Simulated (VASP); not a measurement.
# Ni (Fm-3m) in VASP: further runs, part 2 of 2

VASP 6.6.1. The steps go on from the part before.

### 3 Relaxation of cell and atoms, LDA, collinear spin, ferromagnetic start

The input, INCAR:

```
SYSTEM = Ni
  PREC = Accurate
  ENCUT = 600
  EDIFF = 1E-7
  ISMEAR = 0
  SIGMA = 0.1
  LREAL = .False.
  LASPH = .True.
  NELM = 150
  ALGO = Normal
  ISIF = 3
  LWAVE = .False.
  LCHARG = .False.
  ISPIN = 2
  MAGMOM = 0.8
  LORBIT = 11
  LMAXMIX = 4
  GGA = CA
  IBRION = 2
  NSW = 100
  EDIFFG = -0.05
```

The input, KPOINTS:

```
Automatic mesh
0
Gamma
  10 10 10
  0 0 0
```

The input, POSCAR:

```
Ni
1.0
    0.0000000000      1.7375729300      1.7375729300
    1.7375729300      0.0000000000      1.7375729300
    1.7375729300      1.7375729300      0.0000000000
Ni
1
Direct
    0.0000000000      0.0000000000      0.0000000000
```

Potentials or basis: VASP PAW LDA potentials, release 64 (Ni).

Command:

```bash
$ cat potpaw_LDA.64/Ni/POTCAR > POTCAR
$ mpirun -np 1 vasp_std > vasp.out
```

OUTCAR:

```text
SYSTEM = Ni
   PREC = Accurate
   ENCUT = 600
   EDIFF = 1E-7
   ISMEAR = 0
   LREAL = .False.
   LASPH = .True.
   NELM = 150
   ISIF = 3
   ISPIN = 2
   LORBIT = 11
   GGA = CA
   IBRION = 2
   NSW = 100
   EDIFFG = -0.05

 ion  position               nearest neighbor table
   1  0.000  0.000  0.000-

  LATTYP: Found a face centered cubic cell.
 ALAT       =     3.4751458600

  Lattice vectors:

 A1 = (   0.0000000000,   1.7375729300,   1.7375729300)
 A2 = (   1.7375729300,   0.0000000000,   1.7375729300)
 A3 = (   1.7375729300,   1.7375729300,   0.0000000000)

Analysis of symmetry for initial positions (statically):
[... 25 lines left out ...]
The dynamic configuration has the point symmetry O_h .

Analysis of structural, dynamic, and magnetic symmetry:
=====================================================================
 Subroutine PRICEL returns:
[... 7 lines left out ...]
 out of a pool of 48 trial point group operations.

The overall configuration has the point symmetry O_h .

 Subroutine INISYM returns: Found 48 space group operations
[... 5 lines left out ...]
                                     Primitive cell

  volume of cell :      10.4920

  direct lattice vectors                    reciprocal lattice vectors
     0.000000000  1.737572930  1.737572930    -0.287757706  0.287757706  0.287757706
     1.737572930  0.000000000  1.737572930     0.287757706 -0.287757706  0.287757706
     1.737572930  1.737572930  0.000000000     0.287757706  0.287757706 -0.287757706

  length of vectors
     2.457299203  2.457299203  2.457299203     0.498410967  0.498410967  0.498410967

  position of ions in fractional coordinates (direct lattice)
     0.000000000  0.000000000  0.000000000

  ion indices of the primitive-cell ions
   primitive index   ion index
                 1           1

----------------------------------------------------------------------------------------

 KPOINTS: Automatic mesh

Automatic generation of k-mesh.
 Grid dimensions read from file:
 generate k-points for:   10   10   10

 Generating k-lattice:

  Cartesian coordinates                     Fractional coordinates (reciprocal lattice)
    -0.028775771  0.028775771  0.028775771     0.100000000  0.000000000  0.000000000
     0.028775771 -0.028775771  0.028775771     0.000000000  0.100000000  0.000000000
     0.028775771  0.028775771 -0.028775771     0.000000000  0.000000000  0.100000000

  Length of vectors
     0.049841097  0.049841097  0.049841097

  Shift w.r.t. Gamma in fractional coordinates (k-lattice)
     0.000000000  0.000000000  0.000000000

 Subroutine IBZKPT returns following result:
 ===========================================

 Found     47 irreducible k-points:

 Following reciprocal coordinates:
            Coordinates               Weight
  0.000000  0.000000  0.000000      1.000000
  0.100000  0.000000  0.000000      8.000000
  0.200000  0.000000  0.000000      8.000000
  0.300000  0.000000  0.000000      8.000000
  0.400000  0.000000  0.000000      8.000000
  0.500000  0.000000  0.000000      4.000000
[... 16 lines left out ...]
  0.300000  0.300000  0.000000      6.000000
  0.400000  0.300000  0.000000     24.000000
 [... further k-points ...]
   k-points           NKPTS =     47   k-points in BZ     NKDIM =     47   number of bands    NBANDS=      9
   number of dos      NEDOS =    301   number of ions     NIONS =      1
   total plane-waves  NPLWV =   8000
   dimension x,y,z NGX =    20 NGY =   20 NGZ =   20
   dimension x,y,z NGXF=    40 NGYF=   40 NGZF=   40
   ions per type =               1
   NGX,Y,Z   is equivalent  to a cutoff of  13.53, 13.53, 13.53 a.u.
   NGXF,Y,Z  is equivalent  to a cutoff of  27.06, 27.06, 27.06 a.u.
 SYSTEM =  Ni
   PREC   = accura    normal or accurate (medium, high low for compatibility)
   ISTART =      0    job   : 0-new  1-cont  2-samecut
   ICHARG =      2    charge: 1-file 2-atom 10-const
   ISPIN  =      2    spin polarized calculation?
   LNONCOLLINEAR =      F non collinear calculations
   LSORBIT =      F    spin-orbit coupling
   LASPH  =      T    aspherical Exc in radial PAW
   ENCUT  =  600.0 eV  44.10 Ry    6.64 a.u.   4.91  4.91  4.91*2*pi/ulx,y,z
   NELM   =    150;   NELMIN=  2; NELMDL= -5     # of ELM steps
   EDIFF  = 0.1E-06   stopping-criterion for ELM
   LREAL  =      F    real-space projection
   EDIFFG = -.5E-01   stopping-criterion for IOM
   NSW    =    100    number of steps for IOM
   IBRION =      2    ionic relax: 0-MD 1-quasi-New 2-CG
   NFREE  =      1    steps in history (QN), initial steepest desc. (CG)
   ISIF   =      3    stress and relaxation
   ISYM   =      2    0-nonsym 1-usesym 2-fastsym
   POTIM  = 0.5000    time-step for ionic-motion
   TEBEG  =    0.0;   TEEND  =   0.0 temperature during run
   PSTRESS=    0.0 pullay stress
   NELECT =      10.0000    total number of electrons
   NUPDOWN=      -1.0000    fix difference up-down
   EMIN   =  10.00;   EMAX   =-10.00  energy-range for DOS
   EFERMI =   0.00;   METHOD = LEGACY
   ISMEAR =     0;   SIGMA  =   0.10  broadening in eV -4-tet -1-fermi 0-gaus
   EFERMI_NEDOS =   21; number of points for ismear=-14 and -15
   IALGO  =     38    algorithm
   IMIX   =      4    mixing-type and parameters
     AMIX     =   0.40;   BMIX     =  1.00
     AMIX_MAG =   1.60;   BMIX_MAG =  1.00
  volume/ion in A,a.u.               =      10.49        70.80
  Fermi-wavevector in a.u.,A,eV,Ry     =   1.611097  3.044533 35.315755  2.595635
  Thomas-Fermi vector in A             =   2.706542
   LORBIT       =     11    0 simple, 1 ext, 2 COOP (PROOUT), +10 PAW based schemes
   GGA     = CA    functional components
   LHFCALC =     F    Hartree Fock is set to
   AEXX    =    0.0000 exact exchange contribution
   IVDW    =     0    specifies the selected vdW correction
   LEPSILON=     F    determine dielectric tensor
   LRPA    =     F    only Hartree local field effects (RPA)
 conjugate gradient relaxation of ions
 spin polarized calculation
 Gauss-broadening in eV      SIGMA  =   0.10
  energy-cutoff  :      600.00
  volume of cell :       10.49
 maximum number of plane-waves:       360
   NGX =  9   NGY =  9   NGZ =  9

--------------------------------------- Ionic step        1  -------------------------------------------

 number of electron      10.0000000 magnetization       0.8000000

 number of electron       9.9999999 magnetization       0.6647229

 Free energy of the ion-electron system (eV)
  ---------------------------------------------------
  ext. energy  EPLUGINS =         0.00000000
  ---------------------------------------------------
  free energy    TOTEN  =        -6.56492048 eV

  energy without entropy =       -6.55555426  energy(sigma->0) =       -6.56023737

 E-fermi :   9.5626     XC(G=0): -13.8295

 val. band max:        9.5517158813   @ k =   0.5000   0.3000   0.1000
 cond. band min:       9.5713338334   @ k =   0.4000   0.2000   0.0000
 fundamental gap:      0.0196179521
 Fermi energy:         9.5625623337

 spin component 1

 k-point     1 :       0.0000    0.0000    0.0000
  band No.  band energies     occupation
      1       0.3084      1.00000
      2       7.0719      1.00000
      3       7.0719      1.00000
      4       7.0719      1.00000
      5       8.2916      1.00000
      6       8.2916      1.00000
      7      33.6357      0.00000
      8      37.6753      0.00000
      9      37.6753      0.00000
[... 635 lines left out ...]
  energy  without entropy=       -6.5492607988  energy(sigma->0) =       -6.55343368

--------------------------------------- Ionic step        3  -------------------------------------------

 number of electron       9.9999993 magnetization       0.6492325

 Free energy of the ion-electron system (eV)
  ---------------------------------------------------
  ext. energy  EPLUGINS =         0.00000000
  ---------------------------------------------------
  free energy    TOTEN  =        -6.57937535 eV

  energy without entropy =       -6.57062700  energy(sigma->0) =       -6.57500118

 E-fermi :  10.2216     XC(G=0): -14.0912

 val. band max:       10.2041215645   @ k =   0.5000   0.3000   0.1000
 cond. band min:      10.2271149778   @ k =   0.4000   0.0000   0.0000
 fundamental gap:      0.0229934133
 Fermi energy:        10.2215578646

 spin component 1

 k-point     1 :       0.0000    0.0000    0.0000
  band No.  band energies     occupation
      1       0.6546      1.00000
      2       7.6187      1.00000
      3       7.6187      1.00000
      4       7.6187      1.00000
      5       8.9170      1.00000
      6       8.9170      1.00000
      7      34.6506      0.00000
      8      39.0431      0.00000
      9      39.0431      0.00000
[... 596 lines left out ...]
  FREE ENERGIE OF THE ION-ELECTRON SYSTEM (eV)
  ---------------------------------------------------
  free  energy   TOTEN  =        -6.5793753533 eV

  energy  without entropy=       -6.5706270047  energy(sigma->0) =       -6.57500118

 reached required accuracy - stopping structural energy minimisation

 total charge

# of ion       s       p       d       tot
------------------------------------------
    1        0.535   0.572   8.365   9.472

 magnetization (x)

# of ion       s       p       d       tot
------------------------------------------
    1       -0.003  -0.017   0.669   0.648
```

It took 13 s on 1 thread of Intel Xeon 6975P-C (Granite Rapids), shared host; peak memory 0.13 GiB.

Results:

- Free energy: -6.5794 eV
- Relaxed volume: 10.05 Å³/atom
- Relaxed cell: a = 2.422 Å, b = 2.422 Å, c = 2.422 Å, α = 60.00°, β = 60.00°, γ = 60.00°
- Space group after relaxing (to 0.05 Å): Fm-3m (No. 225)
- Energy gained by relaxing: 14.5 meV/atom
- Ionic steps: 3
- Pressure after relaxing: -0.1 GPa
- Net moment: 0.65 μB per cell
- Site moments: Ni +0.65 μB
- Valence electrons inside the program's atomic spheres: Ni 9.47

The path:
```csv
step,energy change (eV),largest force (eV/Å),pressure (GPa),volume (Å³)
1,0.0000,0.0000,-9.88,10.49
2,0.0073,0.0000,14.61,9.54
3,-0.0145,0.0000,-0.11,10.05
```

Final structure:
```yaml
crystal:
  lattice:
    - [0.00000, 1.71266, 1.71266]
    - [1.71266, 0.00000, 1.71266]
    - [1.71266, 1.71266, 0.00000]
  atoms:
    - { symbol: Ni, position: [0.00000, 0.00000, 0.00000] }
```

### 4 Single point, LDA, collinear spin, ferromagnetic start

This run uses another cell than the first one, of 10.04 Å³/atom, 0.957 times its volume.

The input, INCAR:

```
ALGO     = Normal         # electronic algorithm
EDIFF    = 1E-7           # SCF threshold, eV
ENCUT    = 520            # plane-wave cutoff, eV
ISIF     = 2              # what is computed and relaxed
ISMEAR   = 0              # smearing method
ISPIN    = 2              # spin polarisation
LASPH    = T              # aspherical terms in the spheres
LCHARG   = T              # write CHGCAR
LELF     = T              # ELF
LMAXMIX  = 4              # l up to which the mixer works
LORBIT   = 11             # projections on sites
LREAL    = F              # projectors in reciprocal space
LVHAR    = T            
LWAVE    = F              # write WAVECAR
MAGMOM   = 0.8            # initial moments
NBANDS   = 15             # bands
NELM     = 150            # most SCF steps
PREC     = Accurate       # precision mode
SIGMA    = 0.1            # smearing width, eV
```

The input, KPOINTS:

```
k-points
0
Gamma
  10 10 10
```

The input, POSCAR:

```
Ni
1.0
    0.0000000000      1.7122918436      1.7122918436
    1.7122918436      0.0000000000      1.7122918436
    1.7122918436      1.7122918436      0.0000000000
Ni
1
Direct
    0.0000000000      0.0000000000      0.0000000000
```

Command:

```bash
$ cat potpaw_LDA.64/Ni/POTCAR > POTCAR
$ mpirun -np 1 vasp_std > vasp.out
```

It took 21 s on 1 thread of AMD EPYC 7R43 (Zen 3), shared host; peak memory 0.08 GiB.

Results (log left out):

| Quantity | Value |
| --- | --- |
| Free energy | -6.5792 eV |
| Pressure | 0.2 GPa |
| Net moment | 0.65 μB per cell |
| Site moments | Ni +0.65 μB |
| Valence electrons inside the program's atomic spheres | Ni 9.47 |

Levels at points of the mesh, in eV from the Fermi level:
Spin up:
| k point | band 2 | band 3 | band 4 | band 5 | band 6 | band 7 | band 8 | band 9 |
| --- | --- | --- | --- | --- | --- | --- | --- | --- |
| (0.00, 0.00, 0.00) | -2.60 | -2.60 | -2.60 | -1.31 | -1.31 | 24.43 | 28.83 | 28.83 |
| (0.50, 0.00, 0.00) | -2.61 | -2.61 | -0.53 | -0.53 | -0.42 | 6.29 | 22.92 | 25.97 |
| (0.50, 0.50, 0.00) | -4.61 | -0.49 | -0.36 | -0.36 | 2.49 | 10.00 | 15.51 | 15.51 |
Spin down:
| k point | band 3 | band 4 | band 5 | band 6 | band 7 | band 8 |
| --- | --- | --- | --- | --- | --- | --- |
| (0.00, 0.00, 0.00) | -1.94 | -1.94 | -0.70 | -0.70 | 24.43 | 28.89 |
| (0.50, 0.00, 0.00) | -2.02 | -0.37 | 0.17 | 0.17 | 6.70 | 22.91 |
| (0.50, 0.50, 0.00) | 0.14 | 0.40 | 0.40 | 2.55 | 10.31 | 15.60 |

### 5 Single point, LDA, collinear spin, ferromagnetic start

This run uses another cell than the first one, of 10.04 Å³/atom, 0.957 times its volume.

The input, INCAR:

```
SYSTEM = Ni
  PREC = Accurate
  ENCUT = 520
  EDIFF = 1E-6
  ISMEAR = 0
  SIGMA = 0.1
  LREAL = .False.
  LASPH = .True.
  NELM = 150
  ALGO = Normal
  ISIF = 2
  LWAVE = .False.
  LCHARG = .True.
  ISPIN = 2
  MAGMOM = 0.78
  LORBIT = 11
  LMAXMIX = 4
  LELF = .True.
  LVHAR = .True.
  NBANDS = 15
```

The input, KPOINTS:

```
Automatic mesh
0
Gamma
  20 20 20
  0 0 0
```

The input, POSCAR:

```
Ni
1.0
    0.0000000000      1.7120337718      1.7120337718
    1.7120337718      0.0000000000      1.7120337718
    1.7120337718      1.7120337718      0.0000000000
Ni
1
Direct
    0.0000000000      0.0000000000      0.0000000000
```

Command:

```bash
$ cat potpaw_LDA.64/Ni/POTCAR > POTCAR
$ mpirun -np 1 vasp_std > vasp.out
```

Wall time 88 s (1 thread of AMD EPYC 7R43 (Zen 3), shared host); peak memory 0.12 GiB.

Results (log left out):

```yaml
Free_energy: -6.5831 eV
Pressure: -0.2 GPa
Net_moment: 0.60 μB per cell
Site_moments: Ni +0.60 μB
Valence_electrons_inside_the_program's_atomic_spheres: Ni 9.47
```

Levels at points of the mesh, in eV from the Fermi level:
Spin up:
```tsv
k point	band 1	band 2	band 3	band 4	band 5	band 6	band 7	band 8	band 9	band 10
(0.00, 0.00, 0.00)	-9.56	-2.57	-2.57	-2.57	-1.27	-1.27	24.46	28.86	28.86	28.86
(0.50, 0.00, 0.00)	-5.25	-2.58	-2.58	-0.49	-0.49	-0.40	6.32	22.94	25.99	25.99
(0.50, 0.50, 0.00)	-5.12	-4.58	-0.46	-0.32	-0.32	2.51	10.03	15.54	15.54	20.86
```
Spin down:
```
           k point  band 3  band 4  band 5  band 6  band 7  band 8
(0.00, 0.00, 0.00)   -1.96   -1.96   -0.71   -0.71   24.45   28.91
(0.50, 0.00, 0.00)   -2.03   -0.37    0.16    0.16    6.71   22.92
(0.50, 0.50, 0.00)    0.13    0.39    0.39    2.56   10.31   15.61
```

### 6 The runs side by side

| task | cell | k mesh | cutoff (eV) | gap on the mesh (eV) | pressure (GPa) | moment (μB) |
| --- | --- | --- | --- | --- | --- | --- |
| single point | a = 2.457 Å, angles 60.0°, 1 atom | 8 × 8 × 8 | 520 | none | -9.8 | 0.70 |
| relaxation of cell and atoms | relaxed from a = 2.457 Å, angles 60.0°, 1 atom | 10 × 10 × 10 | 600 | none | -0.1 | 0.65 |
| single point | a = 2.422 Å, angles 60.0°, 1 atom | 10 × 10 × 10 | 520 | none | 0.2 | 0.65 |
| single point | a = 2.421 Å, angles 60.0°, 1 atom | 20 × 20 × 20 | 520 | none | -0.2 | 0.60 |

Alike in all rows: level LDA; potentials or basis VASP PAW LDA potentials, release 64 (Ni); spin collinear, ferromagnetic start; smearing gaussian 0.1 eV.

Caveats: some runs use coarse meshes.

Absolute energies hang on the potentials; compare differences alone.
